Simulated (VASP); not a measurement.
# V2O5 (C2/m) in VASP: further runs, part 2 of 3

VASP 6.6.1. The steps go on from the part before.

### 3 Single point, PBEsol (12.90 Å³/atom)

This run uses another cell than the first one, of 12.90 Å³/atom.

The input, INCAR:

```
SYSTEM = V2O5
PREC = Accurate ; ENCUT = 520
EDIFF = 1E-6 ; ISMEAR = 0
SIGMA = 0.02 ; LREAL = .FALSE.
LASPH = .TRUE. ; NELM = 80
ALGO = Normal ; ISIF = 2
LWAVE = .FALSE. ; LCHARG = .FALSE.
GGA = PS ; NBANDS = 37
KPAR = 2
```

The input, KPOINTS:

```
regular mesh
0
G
  10 10 6
  0 0 0
```

The input, POSCAR:

```
V2O5
1.0
    5.5132117864     -1.4274854652      0.1725619996
    5.5132117864      1.4274854652      0.1725619996
   -0.4820047270      0.0000000000      5.7219537179
V O
2 5
Direct
    0.1446002580      0.1446002580      0.3761079547
    0.8553997420      0.8553997420      0.6238920453
    0.0000000000      0.0000000000      0.5000000000
    0.6214765784      0.6214765784      0.1938604404
    0.3785234216      0.3785234216      0.8061395596
    0.3107868053      0.3107868053      0.3807193296
    0.6892131947      0.6892131947      0.6192806704
```

Potentials or basis: VASP PAW PBE potentials, release 64 (V_sv, O).

On the command line:

```console
cat potpaw_PBE.64/V_sv/POTCAR potpaw_PBE.64/O/POTCAR > POTCAR
mpirun -np 2 vasp_std > vasp.out
```

OUTCAR:

```text
SYSTEM = V2O5
   PREC = Accurate
   ENCUT = 520
   EDIFF = 1E-6
   ISMEAR = 0
   LREAL = .FALSE.
   LASPH = .TRUE.
   NELM = 80
   ISIF = 2
   GGA = PS

 ion  position               nearest neighbor table
   1  0.145  0.145  0.376-   4 1.78   4 1.78   3 1.78   6 1.83   7 2.04   7 2.04
   2  0.855  0.855  0.624-   5 1.78   5 1.78   3 1.78   7 1.83   6 2.04   6 2.04
   3  0.000  0.000  0.500-   1 1.78   2 1.78
   4  0.621  0.621  0.194-   1 1.78   1 1.78
   5  0.379  0.379  0.806-   2 1.78   2 1.78
   6  0.311  0.311  0.381-   1 1.83   2 2.04   2 2.04
[... 1173 lines left out ...]
  Total        0.6389316      0.6867781      0.3688216      0.0000000      0.0000000      0.0197064
  in kB       11.3362833     12.1852032      6.5438397      0.0000000      0.0000000      0.3496414
  external PRESSURE =      10.0217754 kB  Pullay stress =       0.0000000 kB

 VOLUME and BASIS-vectors are now :
 -----------------------------------------------------------------------------
  energy-cutoff  :      520.00
  volume of cell :       90.30
      direct lattice vectors                 reciprocal lattice vectors
     5.513211786 -1.427485465  0.172562000     0.090452748 -0.350266263  0.007619539
     5.513211786  1.427485465  0.172562000     0.090452748  0.350266263  0.007619539
    -0.482004727  0.000000000  5.721953718    -0.005455726  0.000000000  0.174305904

 POSITION                                       TOTAL-FORCE (eV/Angst)
 -----------------------------------------------------------------------------------
      1.41314      0.00000      2.20198        -0.015897      0.000000      0.036096
      9.13128      0.00000      3.86510         0.015897      0.000000     -0.036096
     -0.24100      0.00000      2.86098        -0.000000      0.000000      0.000000
      6.75922      0.00000      1.32375        -0.018930      0.000000     -0.109560
      3.78520      0.00000      4.74333         0.018930      0.000000      0.109560
      3.24336      0.00000      2.28572         0.069226      0.000000     -0.037028
      7.30106      0.00000      3.78136        -0.069226      0.000000      0.037028
 -----------------------------------------------------------------------------------
    total drift:                                0.000000     -0.000000     -0.000000

  FREE ENERGIE OF THE ION-ELECTRON SYSTEM (eV)
  ---------------------------------------------------
  free  energy   TOTEN  =       -60.4883875374 eV

  energy  without entropy=      -60.4883875374  energy(sigma->0) =      -60.48838754
```

OSZICAR:

```text
N       E                     dE             d eps       ncg     rms          rms(c)
DAV:   1     0.715107577006E+03    0.71511E+03   -0.33093E+04 13352   0.157E+03
DAV:   2    -0.929441153749E+01   -0.72440E+03   -0.68923E+03 14171   0.474E+02
DAV:   3    -0.811208190177E+02   -0.71826E+02   -0.70978E+02 14319   0.154E+02
[... 10 lines left out ...]
DAV:  14    -0.604886902851E+02    0.13299E-02   -0.35961E-03 13313   0.530E-01    0.173E-01
DAV:  15    -0.604883613125E+02    0.32897E-03   -0.13003E-03 14080   0.311E-01    0.856E-02
DAV:  16    -0.604883980973E+02   -0.36785E-04   -0.10601E-04 14844   0.672E-02    0.386E-02
DAV:  17    -0.604883926346E+02    0.54627E-05   -0.17066E-05 13915   0.373E-02    0.251E-02
DAV:  18    -0.604883872198E+02    0.54148E-05   -0.33684E-05 14276   0.445E-02    0.112E-02
DAV:  19    -0.604883875374E+02   -0.31756E-06   -0.14264E-06  8453   0.862E-03
   1 F= -.60488388E+02 E0= -.60488388E+02  d E =-.936045E-40
```

stdout:

```text
POSCAR found type information on POSCAR V O
 POSCAR found :  2 types and       7 ions
 scaLAPACK will be used
 -----------------------------------------------------------------------------
|                                                                             |
|                                                                             |
|     You enforced a specific xc type in the INCAR file but a different       |
|     I HOPE YOU KNOW WHAT YOU ARE DOING!                                     |
|                                                                             |
 -----------------------------------------------------------------------------

 LDA part: xc-table for (Slater+PW92), standard interpolation
 POSCAR, INCAR and KPOINTS ok, starting setup
 FFT: planning ... GRIDC
 FFT: planning ... GRID_SOFT
 FFT: planning ... GRID
 WAVECAR not read
 entering main loop
```

Wall time 3.6 min (2 MPI ranks of Intel Xeon 6975P-C (Granite Rapids), shared host); peak memory 0.58 GiB.

Results:

- Free energy: -60.4884 eV
- Pressure: 1.0 GPa
- Largest force: 0.111 eV/Å
- Band gap on the k mesh: 1.44 eV (least direct gap 1.55 eV)

Forces on the atoms (eV/Å):
```
V   -0.016  0.000  0.036
V    0.016  0.000 -0.036
O    0.000  0.000  0.000
O   -0.019  0.000 -0.110
O    0.019  0.000  0.110
O    0.069  0.000 -0.037
O   -0.069  0.000  0.037
```

Levels at points of the mesh, in eV from the valence-band top:
| k point | band 24 | band 25 | band 26 | band 27 | band 28 | band 29 | band 30 | band 31 | band 32 | band 33 |
| --- | --- | --- | --- | --- | --- | --- | --- | --- | --- | --- |
| (0.00, 0.00, 0.00) | -1.40 | -1.26 | -0.89 | -0.17 | -0.01 | 1.55 | 2.09 | 2.19 | 2.67 | 3.02 |
| (0.50, 0.00, 0.00) | -1.89 | -1.79 | -1.34 | -1.01 | -0.25 | 1.49 | 1.75 | 1.80 | 2.63 | 2.87 |
| (0.50, 0.50, 0.00) | -1.51 | -1.43 | -0.75 | -0.32 | -0.22 | 1.69 | 1.87 | 2.32 | 2.41 | 3.03 |
| (0.00, 0.00, 0.50) | -1.59 | -1.54 | -0.99 | -0.27 | 0.00 | 1.55 | 2.08 | 2.21 | 2.67 | 3.11 |
| (0.50, 0.00, 0.50) | -2.13 | -1.73 | -1.35 | -0.91 | -0.27 | 1.49 | 1.76 | 1.79 | 2.58 | 2.84 |
| (0.50, 0.50, 0.50) | -1.65 | -1.43 | -0.74 | -0.39 | -0.22 | 1.69 | 1.91 | 2.23 | 2.42 | 3.03 |

Caveat: the PAW data sets were made with another functional, which shifts forces and pressure a little. A k mesh can miss the band edges.

[end of part 2 of 3]
